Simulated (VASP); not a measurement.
Write the native input for VASP 6.6.1 that does the following.

```
Task                   : single point
Functional             : PBE
Potentials or basis    : VASP PAW PBE potentials, release 64 (K_sv, F)
Cutoff                 : 520 eV
k mesh                 : 8 × 8 × 8
Occupations            : gaussian, width 0.05 eV
Spin                   : no spin polarisation
Dipole correction      : no
Further INCAR settings : ALGO = Normal; EDIFF = 1e-06; NBANDS = 15
```

The structure of KF lies in POSCAR:

```
KF
1.0
    0.0000000000      2.7403375000      2.6735000000
    2.7403375000      0.0000000000      2.6735000000
    2.7403375000      2.7403375000      0.0000000000
K F
1 1
Direct
    0.0000000000      0.0000000000      0.0000000000
    0.5000000000      0.5000000000      0.5000000000
```

This cell differs from its parent crystal: strain +0.025 along x and y, +0.000 along z.

One way to write it, as run:

INCAR

```
PREC = Accurate ; ENCUT = 520
EDIFF = 1E-6 ; ISMEAR = 0
SIGMA = 0.05 ; LREAL = F
LASPH = T ; NELM = 60
ALGO = Normal ; ISIF = 2
LWAVE = F ; LCHARG = F
GGA = PE ; NBANDS = 15
```

KPOINTS

```
regular mesh
0
Gamma
  8 8 8
```

Potentials or basis: VASP PAW PBE potentials, release 64 (K_sv, F).

The run is started by

```sh
$ cat potpaw_PBE.64/K_sv/POTCAR potpaw_PBE.64/F/POTCAR > POTCAR
$ mpirun -np 1 vasp_std > vasp.out
```

It gave:

The pressure is -0.2 GPa. The band gap on the k mesh is 5.88 eV, direct.

Caveat: the cell differs from its parent crystal (strain +0.025 along x and y, +0.000 along z).

Wall time 27 s on 1 thread of Intel(R) Xeon(R) Platinum 8259CL CPU @ 2.50GHz (Skylake/Cascade Lake) (shared host), peak memory 0.18 GiB.
